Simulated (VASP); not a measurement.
Wanted: the native input for a VASP 6.6.1 run.

| Item | Value |
| --- | --- |
| Task | single point |
| Functional | BLYP |
| Potentials or basis | VASP PAW PBE potentials, release 64 (Zn) |
| Cutoff | 520 eV |
| k mesh | 15 × 15 × 15 |
| Occupations | fermi-dirac, width 0.1 eV |
| Spin | no spin polarisation |
| Dipole correction | no |
| Further INCAR settings | ALGO = Normal; EDIFF = 1e-06; NBANDS = 12 |

The structure of Zn lies in POSCAR:

```
Zn
1.0
    0.0000000000      2.0312724690      2.0312724690
    2.0312724690      0.0000000000      2.0312724690
    2.0312724690      2.0312724690      0.0000000000
Zn
1
Direct
    0.0000000000      0.0000000000      0.0000000000
```

One way to write it, as run:

INCAR

```
SYSTEM = Zn
AGGAC = 1.0
AGGAX = 1.0
ALDAC = 0.0
ALDAX = 1.0
ALGO = Normal
EDIFF = 1E-6
ENCUT = 520
GGA = B5
ISIF = 2
ISMEAR = -1
LASPH = .TRUE.
LCHARG = .TRUE.
LELF = .TRUE.
LREAL = .FALSE.
LVHAR = .TRUE.
LWAVE = .FALSE.
NBANDS = 12
NELM = 80
PREC = Accurate
SIGMA = 0.1
```

KPOINTS

```
k-points
0
G
  15 15 15
  0 0 0
```

Potentials or basis: VASP PAW PBE potentials, release 64 (Zn).

Launch:

```bash
$ cat potpaw_PBE.64/Zn/POTCAR > POTCAR
$ mpirun -np 1 vasp_std > vasp.out
```

Results of the run:

* Pressure: 0.3 GPa
* Band gap on the k mesh: zero (band 6 reaches 4.43 eV, above the bottom of band 7 at 1.43 eV)

Caveat: the PAW data sets were made with another functional, which shifts forces and pressure a little.

Wall time 9.8 s on 1 thread of Intel(R) Xeon(R) 6975P-C (Granite Rapids), with other jobs on the host, peak memory 0.15 GiB.
